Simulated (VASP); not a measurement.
Write the native input for VASP 6.6.1 that does the following.

| Property | Result |
| --- | --- |
| Task | single point |
| Functional | PBE |
| Potentials or basis | VASP PAW PBE potentials, release 64 (Cd, S, O) |
| Cutoff | 520 eV |
| k mesh | 1 × 1 × 1, shifted |
| Occupations | fermi-dirac, width 0.01 eV |
| Spin | no spin polarisation |
| Dipole correction | no |
| Further INCAR settings | LREAL = Auto; ALGO = Normal; EDIFF = 1e-06; NBANDS = 369; ISYM = -1 |

The structure of Cd36S36O (a cell with a defect) lies in POSCAR:

```
Cd36S36O
1.0
   12.4916763700     -0.0000000900      0.0000000000
   -6.2458381100     10.8181091200      0.0000000000
    0.0000000000      0.0000000000     13.5350132800
Cd S O
36 36 1
Direct
    0.2191626582      0.1129605004      0.2550314454
    0.1121734861      0.2341816839      0.0000513483
    0.2190363510      0.1117662991      0.7463771768
    0.1060238012      0.2189371528      0.5018577270
    0.2198877812      0.4441357511      0.2482268713
    0.1082736343      0.5693111376      0.0022639062
    0.2206625344      0.4474824543      0.7563300300
    0.1101067928      0.5516485315      0.5025474936
    0.2189222197      0.7759055604      0.2524112780
    0.1236550328      0.9124350570     -0.0014514208
    0.2186673406      0.7814937829      0.7480797980
    0.0950521110      0.8769600032      0.4942042436
    0.5513512169      0.1074404997      0.2480714965
    0.4499072737      0.2393755703      0.0048489055
    0.5530773867      0.1129470073      0.7551646820
    0.4373404361      0.2142031490      0.5008612005
    0.5485070907      0.4422231276      0.2564027037
    0.4471073294      0.5708005874      0.0011425183
    0.5523825414      0.4454836789      0.7460713773
    0.4370360090      0.5514291798      0.5018399214
    0.5500280876      0.7761180772      0.2533594116
    0.4431082582      0.8990484318     -0.0003661614
    0.5552772996      0.7810691274      0.7467271580
    0.4390971359      0.8864255235      0.5018712475
    0.8876885718      0.1043332127      0.2530539815
    0.7788520537      0.2373753159      0.0045683738
    0.8867805191      0.1089722859      0.7476578553
    0.7694702649      0.2083543477      0.5017679598
    0.8901698707      0.4318224219      0.2615901386
    0.7817504129      0.5736228024     -0.0316570063
    0.8870921658      0.4426248642      0.7442365066
    0.7725039837      0.5479938318      0.4980687392
    0.8933975046      0.7864213594      0.2284272602
    0.7765869903      0.9089265934     -0.0026431448
    0.8881005477      0.7804402772      0.7528223866
    0.7753805567      0.8743222096      0.4945384878
    0.2140864483      0.1037336569      0.4421740028
    0.1079688433      0.2214232620      0.1887761724
    0.2302871052      0.1315764155      0.9350779152
    0.1100088806      0.2270214677      0.6898635270
    0.2173526648      0.4391406083      0.4371421644
    0.1063123843      0.5544234157      0.1905755795
    0.2229617326      0.4585251420      0.9438085309
    0.1112276611      0.5583868625      0.6901136930
    0.2168354370      0.7729777844      0.4403058849
    0.1193369192      0.8957694827      0.1861205414
    0.2219242233      0.7891258930      0.9368322541
    0.1061713368      0.8899684689      0.6833152512
    0.5500796697      0.1061865837      0.4371632948
    0.4390406897      0.2192588384      0.1918895790
    0.5563461308      0.1229210239      0.9429240841
    0.4425872749      0.2225850205      0.6887855082
    0.5479080779      0.4385152707      0.4434834954
    0.4430422050      0.5555395100      0.1895470619
    0.5542238621      0.4572497832      0.9348554551
    0.4404757915      0.5575205401      0.6896541442
    0.5500736409      0.7737124812      0.4409757772
    0.4392725854      0.8853364237      0.1880451794
    0.5557123404      0.7901000032      0.9356309992
    0.4421177245      0.8922648064      0.6899505606
    0.8840761327      0.1004888255      0.4408206979
    0.7748408062      0.2125544348      0.1914004771
    0.8915312573      0.1288366631      0.9360289301
    0.7728206391      0.2189703435      0.6893949645
    0.8854672948      0.4343235983      0.4475950540
    0.7477906162      0.4881367907      0.1715523991
    0.8906000282      0.4540281509      0.9329826088
    0.7768736998      0.5584225490      0.6876428421
    0.8792937226      0.7620537922      0.4189000692
    0.7690022654      0.8871115980      0.1850637268
    0.8995293587      0.8073409118      0.9373030331
    0.7764329952      0.8877447032      0.6835754652
    0.8295379999      0.6321457843      0.1251545872
```

One way to write it, as run:

INCAR

```
SYSTEM = Cd36S36O
ALGO     = Normal         ! electronic algorithm
EDIFF    = 1E-6           ! SCF threshold, eV
ENCUT    = 520            ! plane-wave cutoff, eV
GGA      = PE             ! functional
GGA_COMPAT= .FALSE.      
ISIF     = 2              ! what is computed and relaxed
ISMEAR   = -1             ! smearing method
ISYM     = -1           
KPAR     = 1            
LASPH    = .TRUE.         ! aspherical terms in the spheres
LCHARG   = .FALSE.        ! write CHGCAR
LREAL    = Auto         
LWAVE    = .FALSE.        ! write WAVECAR
NBANDS   = 369            ! bands
NELM     = 120            ! most SCF steps
PREC     = Accurate       ! precision mode
SIGMA    = 0.01           ! smearing width, eV
```

KPOINTS

```
explicit points
1
Reciprocal
  0.25000000   0.25000000   0.25000000 1
```

Potentials or basis: VASP PAW PBE potentials, release 64 (Cd, S, O).

Run with:

```sh
$ cat potpaw_PBE.64/Cd/POTCAR potpaw_PBE.64/S/POTCAR potpaw_PBE.64/O/POTCAR > POTCAR
$ mpirun -np 4 vasp_std > vasp.out
```

It gave:

| Item | Value |
| --- | --- |
| Pressure | 1.9 GPa |
| Largest force | 0.742 eV/Å |
| Band gap on the k mesh | 1.99 eV |

Run time: 5.6 min on 4 MPI ranks on Intel(R) Xeon(R) 6975P-C (Granite Rapids), on a shared host, peak memory 0.75 GiB a rank.
